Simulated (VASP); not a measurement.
# ErC (Pm-3m) in VASP: single point with PBE

Aim: the single point of ErC with PBE.

All numbers are computed with VASP 6.6.1; they aren't measurements. Logs are shortened: lines on timing, memory, paths and dates and some standing lists are left out, and cuts for length are marked.

### Step 1. The cell of the first run

It takes space group Pm-3m (No. 221, cubic). Conventional cell: a = 2.964 Å, b = 2.964 Å, c = 2.964 Å, α = 90.00°, β = 90.00°, γ = 90.00°. Within 3.4 Å of Er (site symmetry m-3m) lie 8 C at 2.57 Å and 6 Er at 2.96 Å. C (site symmetry m-3m) has 8 Er at 2.57 Å and 6 C at 2.96 Å within 3.4 Å.

### Step 2. Single point, PBE, collinear spin, ferromagnetic start

The input, INCAR:

```
SYSTEM = ErC
PREC = Accurate
ENCUT = 520
EDIFF = 1E-6
ISMEAR = 0
SIGMA = 0.05
LREAL = .FALSE.
LASPH = .TRUE.
NELM = 150
ALGO = Normal
ISIF = 2
LWAVE = .FALSE.
LCHARG = .TRUE.
ISPIN = 2
MAGMOM = 3 0
LORBIT = 11
LMAXMIX = 6
GGA = PE
LELF = .TRUE.
LVHAR = .TRUE.
NBANDS = 24
```

The input, KPOINTS:

```
Automatic mesh
0
G
  12 12 12
  0 0 0
```

The input, POSCAR:

```
ErC
1.0
    2.9643356751      0.0000000000      0.0000000000
    0.0000000000      2.9643356751      0.0000000000
    0.0000000000      0.0000000000      2.9643356751
Er C
1 1
Direct
    0.0000000000      0.0000000000      0.0000000000
    0.5000000000      0.5000000000      0.5000000000
```

Potentials or basis: VASP PAW PBE potentials, release 64 (Er, C).

Run with:

```console
> cat potpaw_PBE.64/Er/POTCAR potpaw_PBE.64/C/POTCAR > POTCAR
> mpirun -np 1 vasp_std > vasp.out
```

OUTCAR:

```text
SYSTEM = ErC
   PREC = Accurate
   ENCUT = 520
   EDIFF = 1E-6
   ISMEAR = 0
   LREAL = .FALSE.
   LASPH = .TRUE.
   NELM = 150
   ISIF = 2
   ISPIN = 2
   LORBIT = 11
   GGA = PE

 ion  position               nearest neighbor table
   1  0.000  0.000  0.000-   2 2.57   2 2.57   2 2.57   2 2.57   2 2.57   2 2.57   2 2.57   2 2.57

   2  0.500  0.500  0.500-   1 2.57   1 2.57   1 2.57   1 2.57   1 2.57   1 2.57   1 2.57   1 2.57

  LATTYP: Found a simple cubic cell.
 ALAT       =     2.9643356751

  Lattice vectors:

 A1 = (   2.9643356751,   0.0000000000,   0.0000000000)
 A2 = (   0.0000000000,   2.9643356751,   0.0000000000)
 A3 = (   0.0000000000,   0.0000000000,   2.9643356751)

Analysis of symmetry for initial positions (statically):
=====================================================================
 Subroutine PRICEL returns:
 Original cell was already a primitive cell.

 Routine SETGRP: Setting up the symmetry group for a
 simple cubic supercell.

 Subroutine GETGRP returns: Found 48 space group operations
 (whereof 48 operations were pure point group operations)
 out of a pool of 48 trial point group operations.

The static configuration has the point symmetry O_h .

Analysis of symmetry for dynamics (positions and initial velocities):
=====================================================================
 Subroutine PRICEL returns:
 Original cell was already a primitive cell.

 Routine SETGRP: Setting up the symmetry group for a
 simple cubic supercell.

 Subroutine GETGRP returns: Found 48 space group operations
 (whereof 48 operations were pure point group operations)
 out of a pool of 48 trial point group operations.

The dynamic configuration has the point symmetry O_h .

Analysis of structural, dynamic, and magnetic symmetry:
=====================================================================
 Subroutine PRICEL returns:
 Original cell was already a primitive cell.

 Routine SETGRP: Setting up the symmetry group for a
 simple cubic supercell.

 Subroutine GETGRP returns: Found 48 space group operations
 (whereof 48 operations were pure point group operations)
 out of a pool of 48 trial point group operations.

The overall configuration has the point symmetry O_h .

 Subroutine INISYM returns: Found 48 space group operations
 (whereof 48 operations are pure point group operations),
 and found     1 'primitive' translations

[... 111 lines left out ...]
   IALGO  =     38    algorithm
   IMIX   =      4    mixing-type and parameters
     AMIX     =   0.40;   BMIX     =  1.00
     AMIX_MAG =   1.60;   BMIX_MAG =  1.00
  volume/ion in A,a.u.               =      13.02        87.89
  Fermi-wavevector in a.u.,A,eV,Ry     =   1.636083  3.091748 36.419617  2.676766
  Thomas-Fermi vector in A             =   2.727448
   LORBIT       =     11    0 simple, 1 ext, 2 COOP (PROOUT), +10 PAW based schemes
   GGA     = PE    functional components
   LHFCALC =     F    Hartree Fock is set to
   AEXX    =    0.0000 exact exchange contribution
   IVDW    =     0    specifies the selected vdW correction
   LEPSILON=     F    determine dielectric tensor
   LRPA    =     F    only Hartree local field effects (RPA)
 spin polarized calculation
 Gauss-broadening in eV      SIGMA  =   0.05
  energy-cutoff  :      520.00
  volume of cell :       26.05
 maximum number of plane-waves:       739
 NGX is ok and might be reduce to    24
   NGX = 11   NGY = 11   NGZ = 11

 number of electron      26.0000026 magnetization       2.7534261

 Free energy of the ion-electron system (eV)
  ---------------------------------------------------
  ext. energy  EPLUGINS =         0.00000000
  ---------------------------------------------------
  free energy    TOTEN  =       -13.08583698 eV

  energy without entropy =      -13.07430769  energy(sigma->0) =      -13.08007233

 E-fermi :   4.9848     XC(G=0): -12.6934

 val. band max:        4.9847240680   @ k =   0.4167   0.3333   0.2500
 cond. band min:       4.9850554848   @ k =   0.2500   0.1667   0.0833
 fundamental gap:      0.0003314168
 Fermi energy:         4.9848196401

 spin component 1

 k-point     1 :       0.0000    0.0000    0.0000
  band No.  band energies     occupation
      1     -44.3682      1.00000
      2     -17.7175      1.00000
      3     -17.7175      1.00000
      4     -17.7175      1.00000
      5      -6.9018      1.00000
      6       1.8826      1.00000
[... 637 lines left out ...]
     23      21.8291      0.00000
     24      23.2317      0.00000

 [... further k-points ...]

 spin component 2

 k-point     1 :       0.0000    0.0000    0.0000
  band No.  band energies     occupation
      1     -43.2448      1.00000
      2     -16.9002      1.00000
      3     -16.9002      1.00000
      4     -16.9002      1.00000
      5      -6.6939      1.00000
      6       3.8733      1.00000
[... 637 lines left out ...]
     23      22.1539      0.00000
     24      23.5368      0.00000

 [... further k-points ...]
[... 5 lines left out ...]
  --------------------------------------------------------------------------------------
  -------------------------------------------------------------------------------------
  Total        2.0095959      2.0095959      2.0095959     -0.0000000      0.0000000     -0.0000000
  in kB      123.6053257    123.6053257    123.6053257     -0.0000000      0.0000000     -0.0000000
  external PRESSURE =     123.6053257 kB  Pullay stress =       0.0000000 kB

 VOLUME and BASIS-vectors are now :
 -----------------------------------------------------------------------------
  energy-cutoff  :      520.00
  volume of cell :       26.05
      direct lattice vectors                 reciprocal lattice vectors
     2.964335675  0.000000000  0.000000000     0.337343712  0.000000000  0.000000000
     0.000000000  2.964335675  0.000000000     0.000000000  0.337343712  0.000000000
     0.000000000  0.000000000  2.964335675     0.000000000  0.000000000  0.337343712

 POSITION                                       TOTAL-FORCE (eV/Angst)
 -----------------------------------------------------------------------------------
      0.00000      0.00000      0.00000         0.000000      0.000000      0.000000
      1.48217      1.48217      1.48217         0.000000      0.000000      0.000000
 -----------------------------------------------------------------------------------
    total drift:                                0.000000      0.000000      0.000000

  FREE ENERGIE OF THE ION-ELECTRON SYSTEM (eV)
  ---------------------------------------------------
  free  energy   TOTEN  =       -13.0858369759 eV

  energy  without entropy=      -13.0743076930  energy(sigma->0) =      -13.08007233

 total charge

# of ion       s       p       d       f       tot
--------------------------------------------------
    1        2.101   5.832   0.626  11.225  19.783
    2        0.913   1.344   0.000   0.000   2.257
--------------------------------------------------
tot          3.014   7.176   0.626  11.225  22.040

 magnetization (x)

# of ion       s       p       d       f       tot
--------------------------------------------------
    1        0.002  -0.013   0.041   2.544   2.574
    2        0.005   0.080   0.000   0.000   0.085
--------------------------------------------------
tot          0.007   0.067   0.041   2.544   2.659
```

stdout:

```text
POSCAR found type information on POSCAR ErC
 POSCAR found :  2 types and       2 ions
 scaLAPACK will be used
 LDA part: xc-table for (Slater+PW92), standard interpolation
 POSCAR, INCAR and KPOINTS ok, starting setup
 FFT: planning ... GRIDC
 FFT: planning ... GRID_SOFT
 FFT: planning ... GRID
 WAVECAR not read
 entering main loop
```

Wall time 6.7 min (1 thread of Oxide Virtual Turin-like, shared host); peak memory 0.19 GiB.

Results:

```
Free energy                                           : -13.0858 eV
Pressure                                              : 12.4 GPa
Net moment                                            : 2.75 μB per cell
Site moments                                          : Er +2.57; C +0.09 μB
Valence electrons inside the program's atomic spheres : Er 19.78; C 2.26
```

Levels at points of the mesh, in eV from the Fermi level:
Spin up:
| k point | band 12 | band 13 | band 14 | band 15 | band 16 | band 17 |
| --- | --- | --- | --- | --- | --- | --- |
| (0.00, 0.00, 0.00) | -2.31 | -0.28 | -0.28 | 1.29 | 1.29 | 1.29 |
| (0.50, 0.00, 0.00) | -2.13 | -2.13 | -0.63 | -0.63 | 1.11 | 8.16 |
| (0.50, 0.50, 0.00) | -2.07 | -1.46 | -1.46 | 0.87 | 1.85 | 4.89 |
| (0.50, 0.50, 0.50) | -2.27 | -2.27 | -2.27 | -2.07 | 10.32 | 10.32 |
Spin down:
```tsv
k point	band 8	band 9	band 10	band 11	band 12	band 13	band 14	band 15	band 16	band 17
(0.00, 0.00, 0.00)	-1.11	-1.11	-0.13	-0.13	-0.08	-0.08	-0.08	1.69	1.69	1.69
(0.50, 0.00, 0.00)	-0.94	-0.73	-0.73	-0.41	-0.41	-0.30	0.05	0.05	1.29	8.44
(0.50, 0.50, 0.00)	-1.55	-0.80	-0.80	-0.63	0.16	0.31	0.31	1.06	2.18	5.22
(0.50, 0.50, 0.50)	-4.65	-0.89	-0.87	-0.87	-0.87	0.13	0.13	0.13	10.71	10.71
```

Caveat: the magnetic or orbital state may not be the lowest; spin-orbit coupling is left out, which moves the levels of the heavy elements; without U or exact exchange the open f shell lies at the Fermi level, which spoils levels, moments and volumes. The state reached can hang on the start; a lower one may exist.
